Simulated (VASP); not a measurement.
# GaN (F-43m) in VASP: a series of runs, part 2 of 2

VASP 6.6.1. Earlier steps stand in the parts before.

### 3 Dielectric tensor, r2SCAN (strain +4.0%)

Input file INCAR:

```
ALGO     = Normal         # electronic algorithm
EDIFF    = 1E-8           # SCF threshold, eV
ENCUT    = 520            # plane-wave cutoff, eV
ISIF     = 2              # what is computed and relaxed
ISMEAR   = 0              # smearing method
LASPH    = True           # aspherical terms in the spheres
LCALCEPS = True         
LCHARG   = False          # write CHGCAR
LMIXTAU  = True         
LREAL    = False          # projectors in reciprocal space
LWAVE    = False          # write WAVECAR
METAGGA  = R2SCAN         # meta-GGA
NELM     = 100            # most SCF steps
PREC     = Accurate       # precision mode
SIGMA    = 0.01           # smearing width, eV
```

Input file KPOINTS:

```
k-points
0
Gamma
  8 8 8
```

Input file POSCAR:

```
GaN
1.0
    0.0000000000      2.3389106427      2.3389106427
    2.3389106427      0.0000000000      2.3389106427
    2.3389106427      2.3389106427      0.0000000000
Ga N
1 1
Direct
    0.0000000000      0.0000000000      0.0000000000
    0.2500000000      0.2500000000      0.2500000000
```

Potentials or basis: VASP PAW PBE potentials, release 64 (Ga_d, N).

Command:

```console
$ cat potpaw_PBE.64/Ga_d/POTCAR potpaw_PBE.64/N/POTCAR > POTCAR
$ mpirun -np 1 vasp_std > vasp.out
```

OUTCAR:

```text
EDIFF = 1E-8
   ENCUT = 520
   ISIF = 2
   ISMEAR = 0
   LASPH = True
   LREAL = False
   METAGGA = R2SCAN
   NELM = 100
   PREC = Accurate

 ion  position               nearest neighbor table
   1  0.000  0.000  0.000-   2 2.03   2 2.03   2 2.03   2 2.03
   2  0.250  0.250  0.250-   1 2.03   1 2.03   1 2.03   1 2.03

  LATTYP: Found a face centered cubic cell.
 ALAT       =     4.6778212854

  Lattice vectors:

 A1 = (   0.0000000000,   2.3389106427,   2.3389106427)
 A2 = (   2.3389106427,   0.0000000000,   2.3389106427)
 A3 = (   2.3389106427,   2.3389106427,   0.0000000000)

Analysis of symmetry for initial positions (statically):
=====================================================================
 Subroutine PRICEL returns:
 Original cell was already a primitive cell.

 Routine SETGRP: Setting up the symmetry group for a
 face centered cubic supercell.

 Subroutine GETGRP returns: Found 24 space group operations
 (whereof 24 operations were pure point group operations)
 out of a pool of 48 trial point group operations.

The static configuration has the point symmetry T_d .

Analysis of symmetry for dynamics (positions and initial velocities):
=====================================================================
 Subroutine PRICEL returns:
 Original cell was already a primitive cell.

 Routine SETGRP: Setting up the symmetry group for a
 face centered cubic supercell.

 Subroutine GETGRP returns: Found 24 space group operations
 (whereof 24 operations were pure point group operations)
 out of a pool of 48 trial point group operations.

[... 530 lines left out ...]
      4      -9.6899      2.00000
      5      -9.6533      2.00000
      6      -8.2850      2.00000
      7      -2.0419      2.00000
      8       1.1295      2.00000
      9       2.3079      2.00000
     10   10000.0000      0.00000
     11   10000.0000      0.00000
     12   10000.0000      0.00000
     13   10000.0000      0.00000

 [... further k-points ...]

------------------------ aborting loop because EDIFF is reached ----------------------------------------

            Ionic dipole moment: p[ion]=(     5.84728     5.84728     5.84728 ) |e| Angst

 Total electronic dipole moment: p[elc]=(     0.00233     0.00233     0.00957 ) |e| Angst

 MACROSCOPIC STATIC DIELECTRIC TENSOR (including local field effects)
 ------------------------------------------------------
           6.120148     0.000000     0.000000
           0.000000     6.120148     0.000000
           0.000000     0.000000     6.120148
 ------------------------------------------------------

 PIEZOELECTRIC TENSOR (including local field effects) (e Angst)
          XX          YY          ZZ          XY          YZ          ZX
  --------------------------------------------------------------------------------
  x     0.00000     0.00000     0.00000     0.00000    -1.64632     0.00000
  y    -0.00000     0.00000    -0.00000    -0.00000     0.00000    -1.64632
  z     0.00000     0.00000     0.00000    -1.64632    -0.00000     0.00000

 PIEZOELECTRIC TENSOR (including local field effects) (C/m^2)
          XX          YY          ZZ          XY          YZ          ZX
  --------------------------------------------------------------------------------
  x     0.00000     0.00000     0.00000     0.00000    -1.03075     0.00000
  y    -0.00000     0.00000    -0.00000    -0.00000     0.00000    -1.03075
  z     0.00000     0.00000     0.00000    -1.03075    -0.00000     0.00000

 BORN EFFECTIVE CHARGES (including local field effects) (in |e|, cummulative output)
 ---------------------------------------------------------------------------------
 ion    1
    1     2.73111     0.00000    -0.00000
    2     0.00000     2.73111     0.00000
    3     0.00000     0.00000     2.73111
 ion    2
    1    -2.73111     0.00000     0.00000
    2     0.00000    -2.73111     0.00000
    3    -0.00000    -0.00000    -2.73111

  FORCE on cell =-STRESS in cart. coord.  units (eV):
  Direction    XX          YY          ZZ          XY          YZ          ZX
  --------------------------------------------------------------------------------------
  -------------------------------------------------------------------------------------
  Total       -2.7473927     -2.7473927     -2.7473927      0.0000000      0.0000000     -0.0000000
  in kB     -172.0126721   -172.0126721   -172.0126721      0.0000000      0.0000000     -0.0000000
  external PRESSURE =    -172.0126721 kB  Pullay stress =       0.0000000 kB

 VOLUME and BASIS-vectors are now :
 -----------------------------------------------------------------------------
  energy-cutoff  :      520.00
  volume of cell :       25.59
      direct lattice vectors                 reciprocal lattice vectors
     0.000000000  2.338910643  2.338910643    -0.213774734  0.213774734  0.213774734
     2.338910643  0.000000000  2.338910643     0.213774734 -0.213774734  0.213774734
     2.338910643  2.338910643  0.000000000     0.213774734  0.213774734 -0.213774734

 POSITION                                       TOTAL-FORCE (eV/Angst)
 -----------------------------------------------------------------------------------
      0.00000      0.00000      0.00000         0.000000     -0.000000     -0.000000
      1.16946      1.16946      1.16946        -0.000000      0.000000      0.000000
 -----------------------------------------------------------------------------------
    total drift:                                0.000028      0.000028      0.000028

  FREE ENERGIE OF THE ION-ELECTRON SYSTEM (eV)
  ---------------------------------------------------
  free  energy   TOTEN  =       -21.7376951085 eV

  energy  without entropy=      -21.7376951085  energy(sigma->0) =      -21.73769511
```

OSZICAR:

```text
N       E                     dE             d eps       ncg     rms          rms(c)
DAV:   1     0.790545665531E+02    0.79055E+02   -0.10076E+04   794   0.245E+03
DAV:   2    -0.186390644062E+02   -0.97694E+02   -0.93067E+02   859   0.361E+02
DAV:   3    -0.264168651651E+02   -0.77778E+01   -0.77259E+01   879   0.923E+01
[... 12 lines left out ...]
DMP:  17    -0.217376950382E+02   -0.28005E-07   -0.23103E-07  1950   0.241E-07   0.648E-07
DMP:  18    -0.217376950598E+02   -0.21589E-07   -0.17939E-07  1950   0.187E-07   0.503E-07
DMP:  19    -0.217376950766E+02   -0.16802E-07   -0.14053E-07  1950   0.147E-07   0.394E-07
DMP:  20    -0.217376950898E+02   -0.13179E-07   -0.11081E-07  1950   0.116E-07   0.310E-07
DMP:  21    -0.217376951002E+02   -0.10401E-07   -0.87785E-08  1950   0.918E-08   0.246E-07
DMP:  22    -0.217376951085E+02   -0.82518E-08   -0.69850E-08  1950   0.732E-08   0.195E-07
   1 F= -.21737695E+02 E0= -.21737695E+02  d E =-.819539E-16
```

stdout:

```text
POSCAR found type information on POSCAR GaN
 POSCAR found :  2 types and       2 ions
 scaLAPACK will be used
 -----------------------------------------------------------------------------
|                                                                             |
[... 110 lines left out ...]
 p_tot=(  0.585E+01  0.586E+01  0.585E+01 )
dp_tot=(  0.141E-05  0.627E-02  0.169E-05 )  diag[e(oo)]=(    ---    5.43073    ---   )
 p_tot=(  0.585E+01  0.586E+01  0.585E+01 )
dp_tot=(  0.150E-05  0.650E-02  0.180E-05 )  diag[e(oo)]=(    ---    5.59820    ---   )
 p_tot=(  0.585E+01  0.586E+01  0.585E+01 )
dp_tot=(  0.157E-05  0.661E-02  0.187E-05 )  diag[e(oo)]=(    ---    5.67266    ---   )
 p_tot=(  0.585E+01  0.586E+01  0.585E+01 )
dp_tot=(  0.163E-05  0.672E-02  0.192E-05 )  diag[
```

Wall time 39 min (1 thread of Intel Xeon 6975P-C (Granite Rapids), shared host); peak memory 0.33 GiB.

Results:

```yaml
Band_gap_on_the_k_mesh: 1.38 eV
Electronic_dielectric_tensor_diagonal: 6.12
Born_charges_mean_of_the_diagonal: Ga +2.73; N -2.73 e
```

Electronic dielectric tensor:
```
6.12 0.00 0.00
0.00 6.12 0.00
0.00 0.00 6.12
```

Born effective charge tensors (e):
atom 1, Ga
```
2.73 0.00 0.00
0.00 2.73 0.00
0.00 0.00 2.73
```
atom 2, N
```
-2.73  0.00  0.00
 0.00 -2.73  0.00
 0.00  0.00 -2.73
```

Dipole moments of the cell (e·Å, modulo the quantum): ionic 5.847, 5.847, 5.847; electronic 0.002, 0.002, 0.010

Caveat: the cell differs from its parent crystal (strain +4.0%); the structure was generated, so it needn't be the stable form of GaN; the PAW data sets were made with another functional, which shifts forces and pressure a little.
